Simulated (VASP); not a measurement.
# CaSe in VASP: further runs

Aim: see how the results for CaSe move with the level of theory and the settings. Levels: PBE, r2SCAN. Tasks: single point.

Program: VASP 6.6.1. These are calculated values, not measurements. Logs are shortened: lines on timing, memory, paths and dates and some standing lists are left out, and cuts for length are marked.

### Step 1. The cell of the first run

The structure is cubic, space group Fm-3m (No. 225). The conventional cell has a = 6.289 Å, b = 6.289 Å, c = 6.289 Å, α = 90.00°, β = 90.00°, γ = 90.00°. Ca (site symmetry m-3m) has 6 Se at 3.14 Å within 4.1 Å. Within 4.1 Å of Se (site symmetry m-3m) lie 6 Ca at 3.14 Å.

### Step 2. Single point, PBE (strain +6.0%)

The input, INCAR:

```
ALGO = Normal
EDIFF = 1E-6
ENCUT = 520
GGA = PE
ISIF = 2
ISMEAR = -1
LASPH = True
LCHARG = False
LREAL = False
LWAVE = False
NBANDS = 15
NELM = 100
PREC = Accurate
SIGMA = 0.02
```

The input, KPOINTS:

```
k-points
0
Gamma
  8 8 8
```

The input, POSCAR:

```
CaSe
1.0
    0.0000000000      3.1446969729      3.1446969729
    3.1446969729      0.0000000000      3.1446969729
    3.1446969729      3.1446969729      0.0000000000
Ca Se
1 1
Direct
    0.0000000000      0.0000000000      0.0000000000
    0.5000000000      0.5000000000      0.5000000000
```

Potentials or basis: VASP PAW PBE potentials, release 64 (Ca_sv, Se).

Command:

```
$ cat potpaw_PBE.64/Ca_sv/POTCAR potpaw_PBE.64/Se/POTCAR > POTCAR
$ mpirun -np 1 vasp_std > vasp.out
```

OUTCAR:

```text
EDIFF = 1E-6
   ENCUT = 520
   GGA = PE
   ISIF = 2
   ISMEAR = -1
   LASPH = True
   LREAL = False
   NELM = 100
   PREC = Accurate

 ion  position               nearest neighbor table
   1  0.000  0.000  0.000-
   2  0.500  0.500  0.500-

  LATTYP: Found a face centered cubic cell.
 ALAT       =     6.2893939458

  Lattice vectors:

 A1 = (   0.0000000000,   3.1446969729,   3.1446969729)
 A2 = (   3.1446969729,   0.0000000000,   3.1446969729)
 A3 = (   3.1446969729,   3.1446969729,   0.0000000000)

Analysis of symmetry for initial positions (statically):
=====================================================================
 Subroutine PRICEL returns:
 Original cell was already a primitive cell.

 Routine SETGRP: Setting up the symmetry group for a
 face centered cubic supercell.

 Subroutine GETGRP returns: Found 48 space group operations
 (whereof 48 operations were pure point group operations)
 out of a pool of 48 trial point group operations.

The static configuration has the point symmetry O_h .

Analysis of symmetry for dynamics (positions and initial velocities):
=====================================================================
 Subroutine PRICEL returns:
 Original cell was already a primitive cell.

 Routine SETGRP: Setting up the symmetry group for a
 face centered cubic supercell.

 Subroutine GETGRP returns: Found 48 space group operations
 (whereof 48 operations were pure point group operations)
 out of a pool of 48 trial point group operations.

The dynamic configuration has the point symmetry O_h .

 Subroutine INISYM returns: Found 48 space group operations
 (whereof 48 operations are pure point group operations),
 and found     1 'primitive' translations

----------------------------------------------------------------------------------------

                                     Primitive cell

  volume of cell :      62.1966

  direct lattice vectors                    reciprocal lattice vectors
     0.000000000  3.144696973  3.144696973    -0.158997832  0.158997832  0.158997832
     3.144696973  0.000000000  3.144696973     0.158997832 -0.158997832  0.158997832
     3.144696973  3.144696973  0.000000000     0.158997832  0.158997832 -0.158997832

  length of vectors
     4.447273109  4.447273109  4.447273109     0.275392323  0.275392323  0.275392323

  position of ions in fractional coordinates (direct lattice)
     0.000000000  0.000000000  0.000000000
     0.500000000  0.500000000  0.500000000

  ion indices of the primitive-cell ions
   primitive index   ion index
                 1           1
                 2           2

----------------------------------------------------------------------------------------

 KPOINTS: k-points

Automatic generation of k-mesh.
 Grid dimensions read from file:
 generate k-points for:    8    8    8

 Generating k-lattice:

  Cartesian coordinates                     Fractional coordinates (reciprocal lattice)
    -0.019874729  0.019874729  0.019874729     0.125000000  0.000000000  0.000000000
     0.019874729 -0.019874729  0.019874729     0.000000000  0.125000000  0.000000000
     0.019874729  0.019874729 -0.019874729     0.000000000  0.000000000  0.125000000

  Length of vectors
     0.034424040  0.034424040  0.034424040

  Shift w.r.t. Gamma in fractional coordinates (k-lattice)
     0.000000000  0.000000000  0.000000000

 Subroutine IBZKPT returns following result:
 ===========================================

 Found     29 irreducible k-points:

 Following reciprocal coordinates:
            Coordinates               Weight
  0.000000  0.000000  0.000000      1.000000
  0.125000  0.000000  0.000000      8.000000
  0.250000  0.000000  0.000000      8.000000
  0.375000  0.000000  0.000000      8.000000
  0.500000  0.000000  0.000000      4.000000
  0.125000  0.125000  0.000000      6.000000
[... 16 lines left out ...]
  0.500000  0.250000  0.125000     48.000000
 -0.375000  0.250000  0.125000     24.000000
 [... further k-points ...]
   k-points           NKPTS =     29   k-points in BZ     NKDIM =     29   number of bands    NBANDS=     15
   number of dos      NEDOS =    301   number of ions     NIONS =      2
   total plane-waves  NPLWV =  46656
   dimension x,y,z NGX =    36 NGY =   36 NGZ =   36
   dimension x,y,z NGXF=    72 NGYF=   72 NGZF=   72
   ions per type =               1   1
   NGX,Y,Z   is equivalent  to a cutoff of  13.46, 13.46, 13.46 a.u.
   NGXF,Y,Z  is equivalent  to a cutoff of  26.91, 26.91, 26.91 a.u.
 SYSTEM =  unknown system
   PREC   = accura    normal or accurate (medium, high low for compatibility)
   ISTART =      0    job   : 0-new  1-cont  2-samecut
   ICHARG =      2    charge: 1-file 2-atom 10-const
   ISPIN  =      1    spin polarized calculation?
   LNONCOLLINEAR =      F non collinear calculations
   LSORBIT =      F    spin-orbit coupling
   LASPH  =      T    aspherical Exc in radial PAW
   ENCUT  =  520.0 eV  38.22 Ry    6.18 a.u.   8.27  8.27  8.27*2*pi/ulx,y,z
   NELM   =    100;   NELMIN=  2; NELMDL= -5     # of ELM steps
   EDIFF  = 0.1E-05   stopping-criterion for ELM
   LREAL  =      F    real-space projection
   EDIFFG = 0.1E-04   stopping-criterion for IOM
   NSW    =      0    number of steps for IOM
   IBRION =     -1    ionic relax: 0-MD 1-quasi-New 2-CG
   NFREE  =      0    steps in history (QN), initial steepest desc. (CG)
   ISIF   =      2    stress and relaxation
   ISYM   =      2    0-nonsym 1-usesym 2-fastsym
   POTIM  = 0.5000    time-step for ionic-motion
   TEBEG  =    0.0;   TEEND  =   0.0 temperature during run
   PSTRESS=    0.0 pullay stress
   NELECT =      16.0000    total number of electrons
   NUPDOWN=      -1.0000    fix difference up-down
   EMIN   =  10.00;   EMAX   =-10.00  energy-range for DOS
   EFERMI =   0.00;   METHOD = LEGACY
   ISMEAR =    -1;   SIGMA  =   0.02  broadening in eV -4-tet -1-fermi 0-gaus
   EFERMI_NEDOS =   21; number of points for ismear=-14 and -15
   IALGO  =     38    algorithm
   IMIX   =      4    mixing-type and parameters
     AMIX     =   0.40;   BMIX     =  1.00
     AMIX_MAG =   1.60;   BMIX_MAG =  1.00
  volume/ion in A,a.u.               =      31.10       209.86
  Fermi-wavevector in a.u.,A,eV,Ry     =   1.041180  1.967546 14.749489  1.084057
  Thomas-Fermi vector in A             =   2.175790
   LORBIT       =      0    0 simple, 1 ext, 2 COOP (PROOUT), +10 PAW based schemes
   GGA     = PE    functional components
   LHFCALC =     F    Hartree Fock is set to
   AEXX    =    0.0000 exact exchange contribution
   IVDW    =     0    specifies the selected vdW correction
   LEPSILON=     F    determine dielectric tensor
   LRPA    =     F    only Hartree local field effects (RPA)
 non-spin polarized calculation
  energy-cutoff  :      520.00
  volume of cell :       62.20
 maximum number of plane-waves:      1700
 NGX is ok and might be reduce to    36
   NGX = 17   NGY = 17   NGZ = 17

 number of electron      16.0000001 magnetization

 Free energy of the ion-electron system (eV)
  ---------------------------------------------------
  ext. energy  EPLUGINS =         0.00000000
  ---------------------------------------------------
  free energy    TOTEN  =        -9.30830401 eV

  energy without entropy =       -9.30830401  energy(sigma->0) =       -9.30830401

 E-fermi :   1.7489     XC(G=0):  -8.4065

 val. band max:        1.3036824408   @ k =   0.0000   0.0000   0.0000
 cond. band min:       3.6575791131   @ k =   0.5000   0.5000   0.0000
 fundamental gap:      2.3538966723
 Fermi energy:         1.7488543688

 k-point     1 :       0.0000    0.0000    0.0000
  band No.  band energies     occupation
      1     -39.0568      2.00000
      2     -20.0194      2.00000
      3     -20.0194      2.00000
      4     -20.0194      2.00000
      5      -9.9428      2.00000
      6       1.3037      2.00000
      7       1.3037      2.00000
      8       1.3037      2.00000
      9       3.7608      0.00000
     10       4.9790      0.00000
     11       4.9790      0.00000
     12       4.9790      0.00000
     13       5.3843      0.00000
     14       5.3843      0.00000
     15      10.7086      0.00000

 k-point     2 :       0.1250    0.0000    0.0000
  band No.  band energies     occupation
      1     -39.0564      2.00000
      2     -20.0262      2.00000
      3     -20.0199      2.00000
      4     -20.0199      2.00000
      5      -9.8860      2.00000
      6       0.6564      2.00000
      7       1.1404      2.00000
      8       1.1404      2.00000
      9       4.3582      0.00000
     10       5.1401      0.00000
     11       5.1401      0.00000
     12       5.1594      0.00000
     13       5.6768      0.00000
     14       5.6768      0.00000
     15      10.5716      0.00000

 k-point     3 :       0.2500    0.0000    0.0000
  band No.  band energies     occupation
      1     -39.0556      2.00000
      2     -20.0424      2.00000
      3     -20.0213      2.00000
      4     -20.0213      2.00000
      5      -9.7436      2.00000
      6      -0.3448      2.00000
      7       0.8107      2.00000
      8       0.8107      2.00000
      9       4.7856      0.00000
     10       5.5351      0.00000
     11       5.5351      0.00000
     12       6.1027      0.00000
     13       6.4093      0.00000
     14       6.4093      0.00000
     15       9.7412      0.00000

 k-point     4 :       0.3750    0.0000    0.0000
  band No.  band energies     occupation
      1     -39.0548      2.00000
      2     -20.0586      2.00000
      3     -20.0227      2.00000
      4     -20.0227      2.00000
      5      -9.5927      2.00000
      6      -1.0794      2.00000
      7       0.5394      2.00000
      8       0.5394      2.00000
      9       5.1434      0.00000
     10       6.0314      0.00000
     11       6.0314      0.00000
     12       6.5501      0.00000
     13       7.2379      0.00000
     14       7.2379      0.00000
     15       9.4882      0.00000
[... 307 lines left out ...]
 k-point    22 :       0.3750    0.2500    0.1250
  band No.  band energies     occupation
      1     -39.0550      2.00000
      2     -20.0451      2.00000
      3     -20.0291      2.00000
      4     -20.0235      2.00000
      5      -9.6652      2.00000
      6      -0.5750      2.00000
      7       0.5706      2.00000
      8       0.6412      2.00000
      9       4.7392      0.00000
     10       5.4036      0.00000
     11       6.0491      0.00000
     12       6.0559      0.00000
     13       6.4610      0.00000
     14       7.8863      0.00000
     15       8.8415      0.00000

 k-point    23 :       0.5000    0.2500    0.1250
  band No.  band energies     occupation
      1     -39.0543      2.00000
      2     -20.0535      2.00000
      3     -20.0329      2.00000
      4     -20.0257      2.00000
      5      -9.5633      2.00000
      6      -0.8694      2.00000
      7       0.1980      2.00000
      8       0.4488      2.00000
      9       5.0701      0.00000
     10       5.9582      0.00000
     11       6.2929      0.00000
     12       6.3927      0.00000
     13       6.7875      0.00000
     14       8.0223      0.00000
     15       8.3404      0.00000

 k-point    24 :      -0.3750    0.2500    0.1250
  band No.  band energies     occupation
      1     -39.0541      2.00000
      2     -20.0572      2.00000
      3     -20.0338      2.00000
      4     -20.0271      2.00000
      5      -9.5201      2.00000
      6      -0.9780      2.00000
      7       0.0432      2.00000
      8       0.3774      2.00000
      9       5.4994      0.00000
     10       5.7490      0.00000
     11       6.4612      0.00000
     12       6.5817      0.00000
     13       6.9093      0.00000
     14       7.7781      0.00000
     15       8.6256      0.00000

 [... further k-points ...]
[... 5 lines left out ...]
  --------------------------------------------------------------------------------------
  -------------------------------------------------------------------------------------
  Total       -2.1235702     -2.1235702     -2.1235702      0.0000000      0.0000000      0.0000000
  in kB      -54.7029556    -54.7029556    -54.7029556      0.0000000      0.0000000      0.0000000
  external PRESSURE =     -54.7029556 kB  Pullay stress =       0.0000000 kB

 VOLUME and BASIS-vectors are now :
 -----------------------------------------------------------------------------
  energy-cutoff  :      520.00
  volume of cell :       62.20
      direct lattice vectors                 reciprocal lattice vectors
     0.000000000  3.144696973  3.144696973    -0.158997832  0.158997832  0.158997832
     3.144696973  0.000000000  3.144696973     0.158997832 -0.158997832  0.158997832
     3.144696973  3.144696973  0.000000000     0.158997832  0.158997832 -0.158997832

 POSITION                                       TOTAL-FORCE (eV/Angst)
 -----------------------------------------------------------------------------------
      0.00000      0.00000      0.00000         0.000000      0.000000      0.000000
      3.14470      3.14470      3.14470         0.000000      0.000000     -0.000000
 -----------------------------------------------------------------------------------
    total drift:                                0.000000      0.000000      0.000000

  FREE ENERGIE OF THE ION-ELECTRON SYSTEM (eV)
  ---------------------------------------------------
  free  energy   TOTEN  =        -9.3083040085 eV

  energy  without entropy=       -9.3083040085  energy(sigma->0) =       -9.30830401
```

Run time: 22 s. Hardware: 1 thread of Intel Xeon 6975P-C (Granite Rapids), shared host; peak memory 0.21 GiB.

Results:

| Quantity | Value |
| --- | --- |
| Free energy | -9.3083 eV |
| Pressure | -5.5 GPa |
| Band gap on the k mesh | 2.35 eV, indirect (least direct gap 2.46 eV) |

Levels at points of the mesh, in eV from the valence-band top:
```
           k point  band 6  band 7  band 8  band 9  band 10  band 11
(0.00, 0.00, 0.00)    0.00    0.00    0.00    2.46     3.68     3.68
(0.50, 0.00, 0.00)   -2.65   -0.86   -0.86    4.19     4.93     5.00
(0.50, 0.50, 0.00)   -2.06   -0.76   -0.76    2.35     4.27     4.66
```

Caveat: the cell differs from its parent crystal (strain +6.0%). A k mesh can miss the band edges.

(Continued in part 2 of 2.)
